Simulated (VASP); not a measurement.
# Al2O3 (R-3c) in VASP: further runs, part 3 of 3

VASP 6.6.1.

**4. Single point, PBE**

This run uses another cell than the first one, of the same volume but with other edges.

The input, INCAR:

```
SYSTEM = Al2O3
PREC = Accurate
ENCUT = 520
EDIFF = 1E-6
ISMEAR = 0
SIGMA = 0.05
LREAL = .FALSE.
LASPH = .TRUE.
NELM = 100
ALGO = Normal
ISIF = 2
LWAVE = .FALSE.
LCHARG = .FALSE.
GGA = PE
NBANDS = 35
```

The input, KPOINTS:

```
regular mesh
0
G
  6 6 6
  0 0 0
```

The input, POSCAR:

```
Al2O3
1.0
    2.3529178629      1.3584577615      4.5660724047
   -2.3529178629      1.3584577615      4.5660724047
    0.0000000000     -2.7169155230      4.5660724047
Al O
4 6
Direct
    0.8521293568      0.8521293568      0.8521293568
    0.6478706432      0.6478706432      0.6478706432
    0.1478706432      0.1478706432      0.1478706432
    0.3521293568      0.3521293568      0.3521293568
    0.0561574040      0.4438425960      0.7500000000
    0.7500000000      0.0561574040      0.4438425960
    0.4438425960      0.7500000000      0.0561574040
    0.9438425960      0.5561574040      0.2500000000
    0.2500000000      0.9438425960      0.5561574040
    0.5561574040      0.2500000000      0.9438425960
```

Potentials or basis: VASP PAW PBE potentials, release 64 (Al, O).

Command:

```console
$ cat potpaw_PBE.64/Al/POTCAR potpaw_PBE.64/O/POTCAR > POTCAR
$ mpirun -np 1 vasp_std > vasp.out
```

OUTCAR:

```text
SYSTEM = Al2O3
   PREC = Accurate
   ENCUT = 520
   EDIFF = 1E-6
   ISMEAR = 0
   LREAL = .FALSE.
   LASPH = .TRUE.
   NELM = 100
   ISIF = 2
   GGA = PE

 ion  position               nearest neighbor table
   1  0.852  0.852  0.852-   9 1.86   8 1.86  10 1.86   7 2.01   6 2.01   5 2.01   3 2.77   3 2.77
                             3 2.77   2 2.80   2 3.24   2 3.24   2 3.24
   2  0.648  0.648  0.648-  10 1.86   8 1.86   9 1.86   7 2.01   6 2.01   5 2.01   4 2.77   4 2.77
                             4 2.77   1 2.80   1 3.24   1 3.24   1 3.24
   3  0.148  0.148  0.148-   6 1.86   5 1.86   7 1.86   9 2.01  10 2.01   8 2.01   1 2.77   1 2.77
[... 1141 lines left out ...]
  external PRESSURE =       9.6671888 kB  Pullay stress =       0.0000000 kB

 VOLUME and BASIS-vectors are now :
 -----------------------------------------------------------------------------
  energy-cutoff  :      520.00
  volume of cell :       87.57
      direct lattice vectors                 reciprocal lattice vectors
     2.352917863  1.358457761  4.566072405     0.212502106  0.122688148  0.073002201
    -2.352917863  1.358457761  4.566072405    -0.212502106  0.122688148  0.073002201
     0.000000000 -2.716915523  4.566072405     0.000000000 -0.245376296  0.073002201

 POSITION                                       TOTAL-FORCE (eV/Angst)
 -----------------------------------------------------------------------------------
      0.00000      0.00000     11.67265         0.000000     -0.000000     -0.318708
      0.00000      0.00000      8.87467         0.000000     -0.000000      0.318708
      0.00000      0.00000      2.02556         0.000000     -0.000000      0.318708
      0.00000      0.00000      4.82354         0.000000     -0.000000     -0.318708
     -0.91219     -1.35846      5.70759         0.152457     -0.000000      0.000000
      1.63255     -0.11075      5.70759        -0.076229      0.132032     -0.000000
     -0.72036      1.46921      5.70759        -0.076229     -0.132032     -0.000000
      0.91219      1.35846      7.99063        -0.152457     -0.000000     -0.000000
     -1.63255      0.11075      7.99063         0.076229     -0.132032     -0.000000
      0.72036     -1.46921      7.99063         0.076229      0.132032     -0.000000
 -----------------------------------------------------------------------------------
    total drift:                                0.000000      0.000000     -0.000000

  FREE ENERGIE OF THE ION-ELECTRON SYSTEM (eV)
  ---------------------------------------------------
  free  energy   TOTEN  =       -74.5075834242 eV

  energy  without entropy=      -74.5075834242  energy(sigma->0) =      -74.50758342
```

Run time: 3 min. Hardware: 1 thread of Intel Xeon 8259CL, shared host; peak memory 0.26 GiB.

What came out:

| Property | Result |
| --- | --- |
| Free energy | -74.5076 eV |
| Pressure | 1.0 GPa |
| Largest force | 0.319 eV/Å |
| Band gap on the k mesh | 5.62 eV |

Forces on the atoms (eV/Å):
```
Al   0.000  0.000 -0.319
Al   0.000  0.000  0.319
Al   0.000  0.000  0.319
Al   0.000  0.000 -0.319
O    0.152  0.000  0.000
O   -0.076  0.132  0.000
O   -0.076 -0.132  0.000
O   -0.152  0.000  0.000
O    0.076 -0.132  0.000
O    0.076  0.132  0.000
```

Levels at points of the mesh, in eV from the valence-band top:
```tsv
k point	band 21	band 22	band 23	band 24	band 25	band 26	band 27	band 28
(0.00, 0.00, 0.00)	-0.49	-0.49	0.00	0.00	5.62	9.25	9.97	10.34
(0.50, 0.00, 0.00)	-1.02	-1.02	-0.50	-0.50	8.65	8.65	9.13	9.13
(0.50, 0.50, 0.00)	-1.07	-1.07	-0.91	-0.46	8.83	9.38	9.86	9.92
(0.50, 0.50, 0.50)	-0.29	-0.29	-0.29	-0.29	8.38	8.38	10.49	10.49
```

**5. Single point, PBE**

This run uses another cell than the first one, of the same volume but with other edges.

The input, INCAR:

```
ALGO = Normal
EDIFF = 1E-6
ENCUT = 520
GGA = PE
ISIF = 2
ISMEAR = 0
LASPH = T
LCHARG = F
LREAL = F
LWAVE = F
NBANDS = 35
NELM = 60
PREC = Accurate
SIGMA = 0.05
```

The input, KPOINTS:

```
k-points
0
Gamma
  6 6 6
```

The input, POSCAR:

```
Al2O3
1.0
    2.3058545897      1.3312857681      4.7543647167
   -2.3058545897      1.3312857681      4.7543647167
    0.0000000000     -2.6625715361      4.7543647167
Al O
4 6
Direct
    0.8559399590      0.8559399590      0.8559399590
    0.6440600410      0.6440600410      0.6440600410
    0.1440600410      0.1440600410      0.1440600410
    0.3559399590      0.3559399590      0.3559399590
    0.0561574040      0.4438425960      0.7500000000
    0.7500000000      0.0561574040      0.4438425960
    0.4438425960      0.7500000000      0.0561574040
    0.9438425960      0.5561574040      0.2500000000
    0.2500000000      0.9438425960      0.5561574040
    0.5561574040      0.2500000000      0.9438425960
```

Command:

```console
$ cat potpaw_PBE.64/Al/POTCAR potpaw_PBE.64/O/POTCAR > POTCAR
$ mpirun -np 1 vasp_std > vasp.out
```

Run time: 2.4 min. Hardware: 1 thread of Intel Xeon 8259CL, shared host; peak memory 0.28 GiB.

It converged, with:

| Property | Result |
| --- | --- |
| Free energy | -73.4789 eV |
| Pressure | 4.3 GPa |
| Largest force | 1.072 eV/Å |
| Band gap on the k mesh | 5.08 eV |

Forces in eV/Å, atoms in the order of the input:
```
Al   0.000  0.000 -1.072
Al   0.000  0.000  1.072
Al   0.000  0.000  1.072
Al   0.000  0.000 -1.072
O    0.176  0.000  0.000
O   -0.088  0.153  0.000
O   -0.088 -0.153  0.000
O   -0.176  0.000  0.000
O    0.088 -0.153  0.000
O    0.088  0.153  0.000
```

Stress tensor (GPa, compression positive):
```
 21.91   0.00   0.00
  0.00  21.91   0.00
  0.00   0.00 -30.77
```

Levels at points of the mesh, in eV from the valence-band top:
```csv
k point,band 22,band 23,band 24,band 25,band 26,band 27
"(0.00, 0.00, 0.00)",-0.48,0.00,0.00,5.08,9.31,9.48
"(0.50, 0.00, 0.00)",-1.22,-0.71,-0.71,7.87,7.87,8.62
"(0.50, 0.50, 0.00)",-1.26,-0.97,-0.72,8.17,8.68,9.41
"(0.50, 0.50, 0.50)",-0.26,-0.26,-0.26,8.17,8.17,9.81
```

Caveat: the cell stands under pressure; forces of over 1 eV/Å act on the atoms, so gaps and moduli don't describe the material at rest.

**6. Single point, PBE**

This run uses another cell than the first one, of the same volume but with other edges.

The input, INCAR:

```
SYSTEM = Al2O3
ALGO = Normal ; EDIFF = 1E-6
ENCUT = 520 ; GGA = PE
ISIF = 2 ; ISMEAR = 0
LASPH = .TRUE. ; LCHARG = .TRUE.
LELF = .TRUE. ; LREAL = .FALSE.
LVHAR = .TRUE. ; LWAVE = .FALSE.
NBANDS = 35 ; NELM = 60
PREC = Accurate ; SIGMA = 0.05
```

The input, KPOINTS:

```
k-points
0
G
  6 6 6
  0 0 0
```

The input, POSCAR:

```
Al2O3
1.0
    2.4040892951      1.3880016017      4.3737619113
   -2.4040892951      1.3880016017      4.3737619113
    0.0000000000     -2.7760032034      4.3737619113
Al O
4 6
Direct
    0.8483187546      0.8483187546      0.8483187546
    0.6516812454      0.6516812454      0.6516812454
    0.1516812454      0.1516812454      0.1516812454
    0.3483187546      0.3483187546      0.3483187546
    0.0561574040      0.4438425960      0.7500000000
    0.7500000000      0.0561574040      0.4438425960
    0.4438425960      0.7500000000      0.0561574040
    0.9438425960      0.5561574040      0.2500000000
    0.2500000000      0.9438425960      0.5561574040
    0.5561574040      0.2500000000      0.9438425960
```

Potentials or basis: VASP PAW PBE potentials, release 64 (Al, O).

Command:

```console
$ cat potpaw_PBE.64/Al/POTCAR potpaw_PBE.64/O/POTCAR > POTCAR
$ mpirun -np 1 vasp_std > vasp.out
```

It took 2.5 min on 1 thread of Intel Xeon 8259CL, shared host; peak memory 0.26 GiB.

Results (log left out):

```yaml
Free_energy: -74.7265 eV
Pressure: 0.2 GPa
Largest_force: 0.871 eV/Å
Band_gap_on_the_k_mesh: 5.94 eV
```

Forces on the atoms (eV/Å):
```
Al   0.000  0.000  0.871
Al   0.000  0.000 -0.871
Al   0.000  0.000 -0.871
Al   0.000  0.000  0.871
O    0.106  0.000  0.000
O   -0.053  0.092  0.000
O   -0.053 -0.092  0.000
O   -0.106  0.000  0.000
O    0.053 -0.092  0.000
O    0.053  0.092  0.000
```

Stress tensor (GPa, compression positive):
```
-1.07  0.00  0.00
 0.00 -1.07  0.00
 0.00  0.00  2.75
```

Levels at points of the mesh, in eV from the valence-band top:
```csv
k point,band 21,band 22,band 23,band 24,band 25,band 26,band 27,band 28
"(0.00, 0.00, 0.00)",-0.41,-0.01,-0.01,0.00,5.94,8.87,10.54,11.25
"(0.50, 0.00, 0.00)",-0.78,-0.78,-0.24,-0.24,9.20,9.20,9.46,9.46
"(0.50, 0.50, 0.00)",-0.86,-0.83,-0.73,-0.16,9.32,9.57,9.74,10.25
"(0.50, 0.50, 0.50)",-0.31,-0.31,-0.31,-0.31,8.40,8.40,11.18,11.18
```

 A k mesh can miss the band edges.

**7. Overview**

| cell | gap on the mesh (eV) | pressure (GPa) | largest force (eV/Å) |
| --- | --- | --- | --- |
| a = 4.928 Å, angles 61.6°, 10 atoms, atomic positions A | 4.60 | 1.2 | 2.54 |
| a = 5.449 Å, angles 50.1°, 10 atoms, atomic positions B | 5.03 | 10.7 | 2.15 |
| a = 5.313 Å, angles 52.6°, 10 atoms, atomic positions C | 5.62 | 1.0 | 0.32 |
| a = 5.449 Å, angles 50.1°, 10 atoms, atomic positions D | 5.08 | 4.3 | 1.07 |
| a = 5.180 Å, angles 55.3°, 10 atoms, atomic positions A | 5.94 | 0.2 | 0.87 |

Alike in all rows: task single point; level PBE; potentials or basis VASP PAW PBE potentials, release 64 (Al, O); no spin polarisation; k mesh 6 × 6 × 6; cutoff (eV) 520; smearing gaussian 0.05 eV.

Caveats: forces of over 1 eV/Å act on the atoms, so gaps and moduli don't describe the material at rest (at least some runs); the cell stands under pressure (at least some runs).

Total energies depend on the potentials used, so only differences within one code and one set of settings carry meaning.
